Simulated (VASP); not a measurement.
# N (P-3m1) in VASP: single point with PBE+D3(BJ)

Aim: the single point of N with PBE+D3(BJ).

Program: VASP 6.6.1. These are calculated values, not measurements. Logs are shortened: lines on timing, memory, paths and dates and some standing lists are left out, and cuts for length are marked.

**1. The cell of the first run**

The structure is trigonal, space group P-3m1 (No. 164). The conventional cell has a = 3.817 Å, b = 3.817 Å, c = 14.679 Å, α = 90.00°, β = 90.00°, γ = 120.00°. Within 1.5 Å of N (site symmetry 3m) lie 1 N at 1.10 Å. N (site symmetry 3m) has 1 N at 1.10 Å within 1.5 Å. Within 1.5 Å of N (site symmetry 3m) lie 1 N at 1.10 Å. Within 1.5 Å of N (site symmetry 3m) lie 1 N at 1.10 Å.

**2. Single point, PBE+D3(BJ)**

The input, INCAR:

```
  PREC = Accurate
  ENCUT = 520
  EDIFF = 1E-6
  ISMEAR = 0
  SIGMA = 0.05
  LREAL = False
  LASPH = True
  NELM = 100
  ALGO = Normal
  ISIF = 2
  LWAVE = False
  LCHARG = False
  GGA = PE
  IVDW = 12
  NBANDS = 30
```

The input, KPOINTS:

```
regular mesh
0
Gamma
  7 7 2
```

The input, POSCAR:

```
N
1.0
   -3.8165516810      0.0000000000      0.0000000000
   -1.9082758405     -3.3052307106      0.0000000000
    0.0000000000      0.0000000000     14.6790392674
N
8
Direct
    0.3333333333      0.3333333333      0.9214825281
    0.3333333333      0.3333333333      0.4163732019
    0.3333333333      0.3333333333      0.8464001136
    0.3333333333      0.3333333333      0.3412907874
    0.6666666667      0.6666666667      0.1638185388
    0.6666666667      0.6666666667      0.6689278650
    0.6666666667      0.6666666667      0.0887361243
    0.6666666667      0.6666666667      0.5938454505
```

Potentials or basis: VASP PAW PBE potentials, release 64 (N).

Run with:

```console
$ cat potpaw_PBE.64/N/POTCAR > POTCAR
$ mpirun -np 1 vasp_std > vasp.out
```

OUTCAR:

```text
PREC = Accurate
   ENCUT = 520
   EDIFF = 1E-6
   ISMEAR = 0
   LREAL = False
   LASPH = True
   NELM = 100
   ISIF = 2
   GGA = PE
   IVDW = 12
 IVDW          = 12

 ion  position               nearest neighbor table
   1  0.333  0.333  0.921-   3 1.10
   2  0.333  0.333  0.416-   4 1.10
   3  0.333  0.333  0.846-   1 1.10
   4  0.333  0.333  0.341-   2 1.10
   5  0.667  0.667  0.164-   7 1.10
   6  0.667  0.667  0.669-   8 1.10
   7  0.667  0.667  0.089-   5 1.10
   8  0.667  0.667  0.594-   6 1.10

  LATTYP: Found a hexagonal cell.
 ALAT       =     3.8165516810
 C/A-ratio  =     3.8461523633

  Lattice vectors:

 A1 = (   1.9082758405,   3.3052307106,   0.0000000000)
 A2 = (  -3.8165516810,   0.0000000000,   0.0000000000)
 A3 = (   0.0000000000,   0.0000000000,  14.6790392674)

Analysis of symmetry for initial positions (statically):
=====================================================================
 Subroutine PRICEL returns:
 Original cell was already a primitive cell.

 Routine SETGRP: Setting up the symmetry group for a
 hexagonal supercell.

 Subroutine GETGRP returns: Found 12 space group operations
 (whereof  6 operations were pure point group operations)
 out of a pool of 24 trial point group operations.

The static configuration has the point symmetry C_3v.
 The point group associated with its full space group is D_3d.

Analysis of symmetry for dynamics (positions and initial velocities):
=====================================================================
 Subroutine PRICEL returns:
 Original cell was already a primitive cell.

 Routine SETGRP: Setting up the symmetry group for a
 hexagonal supercell.

 Subroutine GETGRP returns: Found 12 space group operations
 (whereof  6 operations were pure point group operations)
 out of a pool of 24 trial point group operations.

The dynamic configuration has the point symmetry C_3v.
 The point group associated with its full space group is D_3d.

 Subroutine INISYM returns: Found 12 space group operations
 (whereof  6 operations are pure point group operations),
 and found     1 'primitive' translations

[... 97 lines left out ...]
   EDIFF  = 0.1E-05   stopping-criterion for ELM
   LREAL  =      F    real-space projection
   EDIFFG = 0.1E-04   stopping-criterion for IOM
   NSW    =      0    number of steps for IOM
   IBRION =     -1    ionic relax: 0-MD 1-quasi-New 2-CG
   NFREE  =      0    steps in history (QN), initial steepest desc. (CG)
   ISIF   =      2    stress and relaxation
   ISYM   =      2    0-nonsym 1-usesym 2-fastsym
   POTIM  = 0.5000    time-step for ionic-motion
   TEBEG  =    0.0;   TEEND  =   0.0 temperature during run
   PSTRESS=    0.0 pullay stress
   NELECT =      40.0000    total number of electrons
   NUPDOWN=      -1.0000    fix difference up-down
   EMIN   =  10.00;   EMAX   =-10.00  energy-range for DOS
   EFERMI =   0.00;   METHOD = LEGACY
   ISMEAR =     0;   SIGMA  =   0.05  broadening in eV -4-tet -1-fermi 0-gaus
   EFERMI_NEDOS =   21; number of points for ismear=-14 and -15
   IALGO  =     38    algorithm
   IMIX   =      4    mixing-type and parameters
     AMIX     =   0.40;   BMIX     =  1.00
     AMIX_MAG =   1.60;   BMIX_MAG =  1.00
  volume/ion in A,a.u.               =      23.15       156.20
  Fermi-wavevector in a.u.,A,eV,Ry     =   0.982286  1.856251 13.128069  0.964886
  Thomas-Fermi vector in A             =   2.113357
   LORBIT       =      0    0 simple, 1 ext, 2 COOP (PROOUT), +10 PAW based schemes
   GGA     = PE    functional components
   LHFCALC =     F    Hartree Fock is set to
   AEXX    =    0.0000 exact exchange contribution
   IVDW    =    12    specifies the selected vdW correction
   LEPSILON=     F    determine dielectric tensor
   LRPA    =     F    only Hartree local field effects (RPA)
 non-spin polarized calculation
 Gauss-broadening in eV      SIGMA  =   0.05
  energy-cutoff  :      520.00
  volume of cell :      185.17
 maximum number of plane-waves:      5008
   NGX = 15   NGY = 15   NGZ = 55

 number of electron      40.0000002 magnetization

 Free energy of the ion-electron system (eV)
  ---------------------------------------------------
  ext. energy  EPLUGINS =         0.00000000
  ---------------------------------------------------
  free energy    TOTEN  =       -66.55743587 eV

  energy without entropy =      -66.55743587  energy(sigma->0) =      -66.55743587

 E-fermi :  -6.0800     XC(G=0):  -6.3427

 val. band max:       -6.3814238910   @ k =   0.0000   0.0000   0.0000
 cond. band min:       0.6645316170   @ k =  -0.4286   0.1429   0.0000
 fundamental gap:      7.0459555080
 Fermi energy:        -6.0799948443

 k-point     1 :       0.0000    0.0000    0.0000
  band No.  band energies     occupation
      1     -24.9968      2.00000
      2     -24.9862      2.00000
      3     -24.9841      2.00000
      4     -24.9734      2.00000
      5     -10.5661      2.00000
      6     -10.2504      2.00000
[... 517 lines left out ...]
     29       6.0563      0.00000
     30       6.0662      0.00000

------------------------ aborting loop because EDIFF is reached ----------------------------------------

 Edisp (eV)   -0.41970

 E8    (eV) :    -0.0988

  FORCE on cell =-STRESS in cart. coord.  units (eV):
  Direction    XX          YY          ZZ          XY          YZ          ZX
  --------------------------------------------------------------------------------------
  -------------------------------------------------------------------------------------
  Total      -0.21155    -0.21155     7.42613    -0.00000     0.00000     0.00000
  in kB      -1.83041    -1.83041    64.25438    -0.00000     0.00000     0.00000
  external pressure =       20.20 kB  Pullay stress =        0.00 kB

 VOLUME and BASIS-vectors are now :
 -----------------------------------------------------------------------------
  energy-cutoff  :      520.00
  volume of cell :      185.17
      direct lattice vectors                 reciprocal lattice vectors
    -3.816551681  0.000000000  0.000000000    -0.262016627  0.151275370  0.000000000
    -1.908275840 -3.305230711  0.000000000     0.000000000 -0.302550741  0.000000000
     0.000000000  0.000000000 14.679039267     0.000000000  0.000000000  0.068124349

 POSITION                                       TOTAL-FORCE (eV/Angst)
 -----------------------------------------------------------------------------------
     -1.90828     -1.10174     13.52648        -0.000000     -0.000000      1.718416
     -1.90828     -1.10174      6.11196        -0.000000     -0.000000      1.739625
     -1.90828     -1.10174     12.42434        -0.000000      0.000000     -1.741223
     -1.90828     -1.10174      5.00982         0.000000     -0.000000     -1.738900
     -3.81655     -2.20349      2.40470         0.000000     -0.000000      1.741223
     -3.81655     -2.20349      9.81922        -0.000000      0.000000      1.738900
     -3.81655     -2.20349      1.30256         0.000000      0.000000     -1.718416
     -3.81655     -2.20349      8.71708         0.000000      0.000000     -1.739625
 -----------------------------------------------------------------------------------
    total drift:                                0.000001      0.000000      0.000023

  FREE ENERGIE OF THE ION-ELECTRON SYSTEM (eV)
  ---------------------------------------------------
  free  energy   TOTEN  =       -66.9771388548 eV

  energy  without entropy=      -66.9771388548  energy(sigma->0) =      -66.97713885
```

stdout:

```text
POSCAR found type information on POSCAR N
 POSCAR found :  1 types and       8 ions
 scaLAPACK will be used
 LDA part: xc-table for (Slater+PW92), standard interpolation
 POSCAR, INCAR and KPOINTS ok, starting setup
 FFT: planning ... GRIDC
 FFT: planning ... GRID_SOFT
 FFT: planning ... GRID
 WAVECAR not read
 entering main loop
```

It took 41 s on 1 thread of Intel Xeon 6975P-C (Granite Rapids), shared host; peak memory 0.3 GiB.

What came out:

```
Free energy                : -66.9771 eV
Pressure                   : 2.0 GPa
Largest force              : 1.741 eV/Å
Band gap on the k mesh     : 7.05 eV
Dispersion energy per atom : -0.052 eV
```

Forces on the atoms (eV/Å):
```
N    0.000  0.000  1.718
N    0.000  0.000  1.740
N    0.000  0.000 -1.741
N    0.000  0.000 -1.739
N    0.000  0.000  1.741
N    0.000  0.000  1.739
N    0.000  0.000 -1.718
N    0.000  0.000 -1.740
```

Stress tensor (GPa, compression positive):
```
-0.18  0.00  0.00
 0.00 -0.18  0.00
 0.00  0.00  6.43
```

Caveat: the standard files for N, O and F lose accuracy on very short bonds; forces of over 1 eV/Å act on the atoms, so gaps and moduli don't describe the material at rest.
